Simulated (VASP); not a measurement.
# WSe2 (Cmcm) in VASP: a series of runs

Runs on WSe2. Level: PBE+D3(BJ). Tasks: single point.

Everything below comes from runs of VASP 6.6.1. Logs are shortened: lines on timing, memory, paths and dates and some standing lists are left out, and cuts for length are marked.

**1. The cell of the first run**

The structure is orthorhombic, space group Cmcm (No. 63). Conventional cell: a = 3.361 Å, b = 5.679 Å, c = 12.789 Å, α = 90.00°, β = 90.00°, γ = 90.00°. W (site symmetry m2m) has 6 Se at 2.53 to 2.56 Å and 6 W at 3.30 to 3.36 Å within 3.4 Å. Se (site symmetry m) has 3 W at 2.53 to 2.56 Å and 7 Se at 3.30 to 3.37 Å within 3.4 Å.

**2. Single point, PBE+D3(BJ) (strain +0.0250 x Voigt [1, 0, 0, 0, 0, 0])**

File INCAR:

```
ALGO = Normal ; EDIFF = 1E-6
ENCUT = 520 ; GGA = PE
ISIF = 2 ; ISMEAR = 0
IVDW = 12 ; LASPH = True
LCHARG = False ; LREAL = False
LWAVE = False ; NBANDS = 35
NELM = 80 ; PREC = Accurate
SIGMA = 0.05
```

File KPOINTS:

```
k-points
0
Gamma
  12 12 2
```

File POSCAR:

```
WSe2
1.0
    3.3610032482      0.0000000000      0.0000000000
   -1.6805016241      2.8397211660      0.0000000000
    0.0000000000      0.0000000000     12.7886113051
W Se
2 4
Direct
    0.3333333333      0.6666666667      0.2500000000
    0.6666666667      0.3333333333      0.7500000000
    0.3333333333      0.6666666667      0.6182912222
    0.6666666667      0.3333333333      0.1182912222
    0.3333333333      0.6666666667      0.8817087778
    0.6666666667      0.3333333333      0.3817087778
```

Potentials or basis: VASP PAW PBE potentials, release 64 (W_sv, Se).

Command:

```
cat potpaw_PBE.64/W_sv/POTCAR potpaw_PBE.64/Se/POTCAR > POTCAR
mpirun -np 1 vasp_std > vasp.out
```

OUTCAR:

```text
EDIFF = 1E-6
   ENCUT = 520
   GGA = PE
   ISIF = 2
   ISMEAR = 0
   IVDW = 12
   LASPH = True
   LREAL = False
   NELM = 80
   PREC = Accurate
 IVDW          = 12

 ion  position               nearest neighbor table
   1  0.333  0.667  0.250-   4 2.53   6 2.53   4 2.56   6 2.56   4 2.56   6 2.56
   2  0.667  0.333  0.750-   3 2.53   5 2.53   3 2.56   5 2.56   3 2.56   5 2.56
   3  0.333  0.667  0.618-   2 2.53   2 2.56   2 2.56
   4  0.667  0.333  0.118-   1 2.53   1 2.56   1 2.56
   5  0.333  0.667  0.882-   2 2.53   2 2.56   2 2.56
   6  0.667  0.333  0.382-   1 2.53   1 2.56   1 2.56

  Warning from LATTYP: Monoclinic adjustment (A1->A3, A2->A1, A3->A2)!
  LATTYP: Found a base centered orthorhombic cell.
 ALAT       =     3.3610032482
 B/A-ratio  =     1.6898056659
 C/A-ratio  =     3.8049981987

  Lattice vectors:

 A1 = (   1.6805016241,  -2.8397211660,   0.0000000000)
 A2 = (   1.6805016241,   2.8397211660,   0.0000000000)
 A3 = (   0.0000000000,   0.0000000000,  12.7886113051)

Analysis of symmetry for initial positions (statically):
=====================================================================
 Subroutine PRICEL returns:
 Original cell was already a primitive cell.

 Routine SETGRP: Setting up the symmetry group for a
 base centered orthorhombic supercell.

 Subroutine GETGRP returns: Found  8 space group operations
 (whereof  4 operations were pure point group operations)
 out of a pool of  8 trial point group operations.

The static configuration has the point symmetry C_2h.
 The point group associated with its full space group is D_2h.

Analysis of symmetry for dynamics (positions and initial velocities):
=====================================================================
 Subroutine PRICEL returns:
 Original cell was already a primitive cell.

 Routine SETGRP: Setting up the symmetry group for a
 base centered orthorhombic supercell.

 Subroutine GETGRP returns: Found  8 space group operations
 (whereof  4 operations were pure point group operations)
 out of a pool of  8 trial point group operations.

The dynamic configuration has the point symmetry C_2h.
 The point group associated with its full space group is D_2h.

 Subroutine INISYM returns: Found  8 space group operations
 (whereof  4 operations are pure point group operations),
 and found     1 'primitive' translations

----------------------------------------------------------------------------------------

                                     Primitive cell

  volume of cell :     122.0585

  direct lattice vectors                    reciprocal lattice vectors
     3.361003248  0.000000000  0.000000000     0.297530209  0.176073625  0.000000000
    -1.680501624  2.839721166  0.000000000     0.000000000  0.352147250  0.000000000
     0.000000000  0.000000000 12.788611305     0.000000000  0.000000000  0.078194573

  length of vectors
     3.361003248  3.299712413 12.788611305     0.345725537  0.352147250  0.078194573

  position of ions in fractional coordinates (direct lattice)
     0.333333333  0.666666667  0.250000000
     0.666666667  0.333333333  0.750000000
     0.333333333  0.666666667  0.618291222
     0.666666667  0.333333333  0.118291222
     0.333333333  0.666666667  0.881708778
     0.666666667  0.333333333  0.381708778

  ion indices of the primitive-cell ions
   primitive index   ion index
                 1           1
                 2           2
                 3           3
                 4           4
                 5           5
                 6           6

----------------------------------------------------------------------------------------

 KPOINTS: k-points

Automatic generation of k-mesh.
 Grid dimensions read from file:
 generate k-points for:   12   12    2

 Generating k-lattice:

  Cartesian coordinates                     Fractional coordinates (reciprocal lattice)
     0.024794184  0.014672802  0.000000000     0.083333333  0.000000000  0.000000000
     0.000000000  0.029345604  0.000000000     0.000000000  0.083333333  0.000000000
     0.000000000  0.000000000  0.039097286     0.000000000  0.000000000  0.500000000

  Length of vectors
     0.028810461  0.029345604  0.039097286

  Shift w.r.t. Gamma in fractional coordinates (k-lattice)
     0.000000000  0.000000000  0.000000000

 Subroutine IBZKPT returns following result:
 ===========================================

 Found     86 irreducible k-points:

 Following reciprocal coordinates:
            Coordinates               Weight
  0.000000  0.000000  0.000000      1.000000
  0.083333  0.000000  0.000000      4.000000
  0.166667  0.000000  0.000000      4.000000
  0.250000  0.000000  0.000000      4.000000
  0.333333 -0.000000  0.000000      4.000000
  0.416667  0.000000  0.000000      4.000000
[... 16 lines left out ...]
  0.333333  0.166667  0.000000      4.000000
  0.416667  0.166667  0.000000      4.000000
 [... further k-points ...]
   k-points           NKPTS =     86   k-points in BZ     NKDIM =     86   number of bands    NBANDS=     35
   number of dos      NEDOS =    301   number of ions     NIONS =      6
   total plane-waves  NPLWV =  75264
   dimension x,y,z NGX =    28 NGY =   28 NGZ =   96
   dimension x,y,z NGXF=    56 NGYF=   56 NGZF=  192
   ions per type =               2   4
   NGX,Y,Z   is equivalent  to a cutoff of  13.85, 14.11, 12.48 a.u.
   NGXF,Y,Z  is equivalent  to a cutoff of  27.70, 28.21, 24.96 a.u.
 SYSTEM =  unknown system
   PREC   = accura    normal or accurate (medium, high low for compatibility)
   ISTART =      0    job   : 0-new  1-cont  2-samecut
   ICHARG =      2    charge: 1-file 2-atom 10-const
   ISPIN  =      1    spin polarized calculation?
   LNONCOLLINEAR =      F non collinear calculations
   LSORBIT =      F    spin-orbit coupling
   LASPH  =      T    aspherical Exc in radial PAW
   ENCUT  =  520.0 eV  38.22 Ry    6.18 a.u.   6.25  6.14 23.78*2*pi/ulx,y,z
   NELM   =     80;   NELMIN=  2; NELMDL= -5     # of ELM steps
   EDIFF  = 0.1E-05   stopping-criterion for ELM
   LREAL  =      F    real-space projection
   EDIFFG = 0.1E-04   stopping-criterion for IOM
   NSW    =      0    number of steps for IOM
   IBRION =     -1    ionic relax: 0-MD 1-quasi-New 2-CG
   NFREE  =      0    steps in history (QN), initial steepest desc. (CG)
   ISIF   =      2    stress and relaxation
   ISYM   =      2    0-nonsym 1-usesym 2-fastsym
   POTIM  = 0.5000    time-step for ionic-motion
   TEBEG  =    0.0;   TEEND  =   0.0 temperature during run
   PSTRESS=    0.0 pullay stress
   NELECT =      52.0000    total number of electrons
   NUPDOWN=      -1.0000    fix difference up-down
   EMIN   =  10.00;   EMAX   =-10.00  energy-range for DOS
   EFERMI =   0.00;   METHOD = LEGACY
   ISMEAR =     0;   SIGMA  =   0.05  broadening in eV -4-tet -1-fermi 0-gaus
   EFERMI_NEDOS =   21; number of points for ismear=-14 and -15
   IALGO  =     38    algorithm
   IMIX   =      4    mixing-type and parameters
     AMIX     =   0.40;   BMIX     =  1.00
     AMIX_MAG =   1.60;   BMIX_MAG =  1.00
  volume/ion in A,a.u.               =      20.34       137.28
  Fermi-wavevector in a.u.,A,eV,Ry     =   1.231837  2.327835 20.645788  1.517423
  Thomas-Fermi vector in A             =   2.366631
   LORBIT       =      0    0 simple, 1 ext, 2 COOP (PROOUT), +10 PAW based schemes
   GGA     = PE    functional components
   LHFCALC =     F    Hartree Fock is set to
   AEXX    =    0.0000 exact exchange contribution
   IVDW    =    12    specifies the selected vdW correction
   LEPSILON=     F    determine dielectric tensor
   LRPA    =     F    only Hartree local field effects (RPA)
 non-spin polarized calculation
 Gauss-broadening in eV      SIGMA  =   0.05
  energy-cutoff  :      520.00
  volume of cell :      122.06
 maximum number of plane-waves:      3314
 NGX is ok and might be reduce to    28
   NGX = 13   NGY = 13   NGZ = 47

 number of electron      51.9999997 magnetization

 Free energy of the ion-electron system (eV)
  ---------------------------------------------------
  ext. energy  EPLUGINS =         0.00000000
  ---------------------------------------------------
  free energy    TOTEN  =       -43.10167357 eV

  energy without entropy =      -43.10167357  energy(sigma->0) =      -43.10167357

 E-fermi :   6.6418     XC(G=0): -10.7770

 val. band max:        6.2855687463   @ k =   0.0000   0.0000   0.0000
 cond. band min:       7.1713706227   @ k =   0.1667   0.1667   0.0000
 fundamental gap:      0.8858018764
 Fermi energy:         6.6417883695

 k-point     1 :       0.0000    0.0000    0.0000
  band No.  band energies     occupation
      1     -68.1458      2.00000
      2     -68.1457      2.00000
      3     -32.3644      2.00000
      4     -32.3644      2.00000
      5     -32.2794      2.00000
      6     -32.2794      2.00000
[... 27 lines left out ...]
     34       9.1759      0.00000
     35      10.5713      0.00000

 k-point     2 :       0.0833    0.0000    0.0000
  band No.  band energies     occupation
      1     -68.1452      2.00000
      2     -68.1452      2.00000
      3     -32.3619      2.00000
      4     -32.3618      2.00000
      5     -32.2905      2.00000
      6     -32.2905      2.00000
[... 27 lines left out ...]
     34       9.0879      0.00000
     35      11.1830      0.00000

 k-point     3 :       0.1667    0.0000    0.0000
  band No.  band energies     occupation
      1     -68.1436      2.00000
      2     -68.1436      2.00000
      3     -32.3548      2.00000
      4     -32.3548      2.00000
      5     -32.3244      2.00000
      6     -32.3244      2.00000
[... 27 lines left out ...]
     34       9.5202      0.00000
     35      12.1318      0.00000

 k-point     4 :       0.2500    0.0000    0.0000
  band No.  band energies     occupation
      1     -68.1415      2.00000
      2     -68.1414      2.00000
      3     -32.3736      2.00000
      4     -32.3736      2.00000
      5     -32.3451      2.00000
      6     -32.3451      2.00000
[... 27 lines left out ...]
     34       9.9798      0.00000
     35      12.4902      0.00000

 k-point     5 :       0.3333   -0.0000    0.0000
  band No.  band energies     occupation
      1     -68.1393      2.00000
      2     -68.1393      2.00000
      3     -32.4234      2.00000
      4     -32.4234      2.00000
      5     -32.3354      2.00000
      6     -32.3354      2.00000
[... 638 lines left out ...]
 k-point    22 :       0.2500    0.1667    0.0000
  band No.  band energies     occupation
      1     -68.1381      2.00000
      2     -68.1381      2.00000
      3     -32.4214      2.00000
      4     -32.4214      2.00000
      5     -32.3307      2.00000
      6     -32.3307      2.00000
[... 27 lines left out ...]
     34      10.8704      0.00000
     35      11.7811      0.00000

 k-point    23 :       0.3333    0.1667    0.0000
  band No.  band energies     occupation
      1     -68.1369      2.00000
      2     -68.1369      2.00000
      3     -32.4479      2.00000
      4     -32.4479      2.00000
      5     -32.3301      2.00000
      6     -32.3301      2.00000
[... 27 lines left out ...]
     34      10.9282      0.00000
     35      10.9420      0.00000

 k-point    24 :       0.4167    0.1667    0.0000
  band No.  band energies     occupation
      1     -68.1365      2.00000
      2     -68.1365      2.00000
      3     -32.4564      2.00000
      4     -32.4564      2.00000
      5     -32.3331      2.00000
      6     -32.3331      2.00000
[... 27 lines left out ...]
     34      10.8682      0.00000
     35      10.8749      0.00000

 [... further k-points ...]

------------------------ aborting loop because EDIFF is reached ----------------------------------------

 Edisp (eV)   -2.78167

 E8    (eV) :    -1.2408

  FORCE on cell =-STRESS in cart. coord.  units (eV):
  Direction    XX          YY          ZZ          XY          YZ          ZX
  --------------------------------------------------------------------------------------
  -------------------------------------------------------------------------------------
  Total      -3.99958    -0.94982    -1.47326     0.00000     0.00000     0.00000
  in kB     -52.49978   -12.46761   -19.33848     0.00000     0.00000     0.00000
  external pressure =      -28.10 kB  Pullay stress =        0.00 kB

 VOLUME and BASIS-vectors are now :
 -----------------------------------------------------------------------------
  energy-cutoff  :      520.00
  volume of cell :      122.06
      direct lattice vectors                 reciprocal lattice vectors
     3.361003248  0.000000000  0.000000000     0.297530209  0.176073625  0.000000000
    -1.680501624  2.839721166  0.000000000     0.000000000  0.352147250  0.000000000
     0.000000000  0.000000000 12.788611305     0.000000000  0.000000000  0.078194573

 POSITION                                       TOTAL-FORCE (eV/Angst)
 -----------------------------------------------------------------------------------
     -0.00000      1.89315      3.19715         0.000000     -0.168101      0.000000
      1.68050      0.94657      9.59146        -0.000000      0.168101      0.000000
     -0.00000      1.89315      7.90709         0.000000     -0.088095      0.209726
      1.68050      0.94657      1.51278         0.000000      0.088095      0.209726
     -0.00000      1.89315     11.27583         0.000000     -0.088095     -0.209726
      1.68050      0.94657      4.88153         0.000000      0.088095     -0.209726
 -----------------------------------------------------------------------------------
    total drift:                                0.000000     -0.000000      0.000000

  FREE ENERGIE OF THE ION-ELECTRON SYSTEM (eV)
  ---------------------------------------------------
  free  energy   TOTEN  =       -45.8833432554 eV

  energy  without entropy=      -45.8833432554  energy(sigma->0) =      -45.88334326
```

It took 6.2 min on 1 thread of Oxide Virtual Turin-like, shared host; peak memory 0.43 GiB.

Results:

```yaml
Free_energy: -45.8833 eV
Pressure: -2.8 GPa
Largest_force: 0.227 eV/Å
Band_gap_on_the_k_mesh: 0.89 eV (least direct gap 1.44 eV)
Dispersion_energy_per_atom: -0.464 eV
```

Forces on the atoms (eV/Å):
```
W    0.000 -0.168  0.000
W    0.000  0.168  0.000
Se   0.000 -0.088  0.210
Se   0.000  0.088  0.210
Se   0.000 -0.088 -0.210
Se   0.000  0.088 -0.210
```

Levels at points of the mesh, in eV from the valence-band top:
| k point | band 22 | band 23 | band 24 | band 25 | band 26 | band 27 | band 28 | band 29 | band 30 | band 31 |
| --- | --- | --- | --- | --- | --- | --- | --- | --- | --- | --- |
| (0.00, 0.00, 0.00) | -1.56 | -1.50 | -1.10 | -0.90 | 0.00 | 2.37 | 2.43 | 2.43 | 2.59 | 2.63 |
| (0.50, 0.00, 0.00) | -2.41 | -1.51 | -1.39 | -1.30 | -1.08 | 1.93 | 1.98 | 2.21 | 2.51 | 2.83 |
| (0.00, 0.50, 0.00) | -2.33 | -1.66 | -1.42 | -1.34 | -1.22 | 2.00 | 2.04 | 2.15 | 2.56 | 2.78 |
| (0.00, 0.00, 0.50) | -1.63 | -1.53 | -1.53 | -0.18 | -0.18 | 2.37 | 2.37 | 2.58 | 2.58 | 2.59 |
| (0.50, 0.00, 0.50) | -2.59 | -1.39 | -1.39 | -1.23 | -1.23 | 1.95 | 1.95 | 2.39 | 2.39 | 3.25 |
| (0.00, 0.50, 0.50) | -2.53 | -1.50 | -1.50 | -1.30 | -1.30 | 2.02 | 2.02 | 2.40 | 2.40 | 3.22 |

Caveat: the cell differs from its parent crystal (strain +0.0250 x Voigt [1, 0, 0, 0, 0, 0]); spin-orbit coupling is left out, which moves the levels of the heavy elements.

**3. Single point, PBE+D3(BJ) (strain -0.0500 x Voigt [1, 0, 0, 0, 0, 0])**

File INCAR:

```
ALGO     = Normal         # electronic algorithm
EDIFF    = 1E-6           # SCF threshold, eV
ENCUT    = 520            # plane-wave cutoff, eV
GGA      = PE             # functional
ISIF     = 2              # what is computed and relaxed
ISMEAR   = 0              # smearing method
IVDW     = 12             # dispersion correction
LASPH    = T              # aspherical terms in the spheres
LCHARG   = T              # write CHGCAR
LELF     = T              # ELF
LREAL    = F              # projectors in reciprocal space
LVHAR    = T            
LWAVE    = F              # write WAVECAR
NBANDS   = 35             # bands
NELM     = 100            # most SCF steps
PREC     = Accurate       # precision mode
SIGMA    = 0.05           # smearing width, eV
```

KPOINTS is that of step 2.

POSCAR, as its differences from that of step 2:

```diff
@@ -2,4 +2,4 @@
 1.0
-    3.3610032482      0.0000000000      0.0000000000
-   -1.6805016241      2.8397211660      0.0000000000
+    3.1150761813      0.0000000000      0.0000000000
+   -1.5575380906      2.8397211660      0.0000000000
     0.0000000000      0.0000000000     12.7886113051
```

Potentials or basis: VASP PAW PBE potentials, release 64 (W_sv, Se).

Command:

```
cat potpaw_PBE.64/W_sv/POTCAR potpaw_PBE.64/Se/POTCAR > POTCAR
mpirun -np 1 vasp_std > vasp.out
```

It took 3.7 min on 1 thread of Oxide Virtual Turin-like, shared host; peak memory 0.39 GiB.

Results (log left out):

| Quantity | Value |
| --- | --- |
| Free energy | -45.6580 eV |
| Pressure | 8.4 GPa |
| Largest force | 0.679 eV/Å |
| Band gap on the k mesh | 0.94 eV (least direct gap 1.81 eV) |
| Dispersion energy per atom | -0.501 eV |

Forces on the atoms (eV/Å):
```
W    0.000  0.432  0.000
W    0.000 -0.432  0.000
Se   0.000  0.224 -0.642
Se   0.000 -0.224 -0.642
Se   0.000  0.224  0.642
Se   0.000 -0.224  0.642
```

Stress tensor (GPa, compression positive):
```
15.35  0.00  0.00
 0.00  3.72  0.00
 0.00  0.00  6.19
```

Levels at points of the mesh, in eV from the valence-band top:
```csv
k point,band 24,band 25,band 26,band 27,band 28,band 29
"(0.00, 0.00, 0.00)",-1.06,-1.00,0.00,2.74,2.80,2.81
"(0.50, 0.00, 0.00)",-1.31,-1.21,-0.98,2.37,2.50,2.67
"(0.00, 0.50, 0.00)",-1.46,-0.64,-0.35,2.57,2.58,2.64
"(0.00, 0.00, 0.50)",-1.09,-0.25,-0.25,2.74,2.74,2.97
"(0.50, 0.00, 0.50)",-1.27,-1.14,-1.14,2.49,2.49,2.90
"(0.00, 0.50, 0.50)",-1.51,-0.50,-0.50,2.61,2.61,2.80
```

Caveat: the cell differs from its parent crystal (strain -0.0500 x Voigt [1, 0, 0, 0, 0, 0]); the stress differs along the axes, from 4 to 15 GPa; spin-orbit coupling is left out, which moves the levels of the heavy elements. A k mesh can miss the band edges.
